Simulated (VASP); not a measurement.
Runs of VASP 6.6.1 on GaN. The structure is that of space group F-43m (No. 216), or close to it. The cells are those of the table. 

```csv
task,cell,cutoff (eV),smearing,gap on the mesh (eV),pressure (GPa)
relaxation of cell and atoms,"relaxed to 30 GPa from a = 3.150 Å, angles 60.0°, 2 atoms",600,gaussian 0.01 eV,2.69,30.0
relaxation of cell and atoms,"relaxed to 9 GPa from a = 3.150 Å, angles 60.0°, 2 atoms",600,gaussian 0.01 eV,2.21,9.0
single point,"a = 3.065 Å, angles 60.0°, 2 atoms",520,gaussian 0.01 eV,2.51,21.5
single point,"a = 3.140 Å, angles 60.0°, 2 atoms",520,gaussian 0.01 eV,(b),3.2
relaxation of cell and atoms,"relaxed to 40 GPa from a = 3.150 Å, angles 60.0°, 2 atoms",600,gaussian 0.01 eV,2.87,40.0
relaxation of cell and atoms,"relaxed from a = 3.150 Å, angles 60.0°, 2 atoms",600,gaussian 0.01 eV,(a),0.0
relaxation of cell and atoms,"relaxed to 2 GPa from a = 3.150 Å, angles 60.0°, 2 atoms",600,gaussian 0.01 eV,2.00,2.0
single point,"a = 3.150 Å, angles 60.0°, 2 atoms",520,gaussian 0.02 eV,1.97,(c)
```

Alike in all rows: level LDA; potentials or basis VASP PAW LDA potentials, release 64 (Ga_d, N); no spin polarisation; k mesh 10 × 10 × 10.

Question: Fill in the values left out.

Answer: (a) 1.94; (b) 2.04; (c) 1.1.

Caveats: the cell is relaxed towards a set pressure, so the enthalpy falls and the energy may rise (some runs).

A k mesh can miss the band edges, and the runs leave out spin-orbit coupling on Ga.
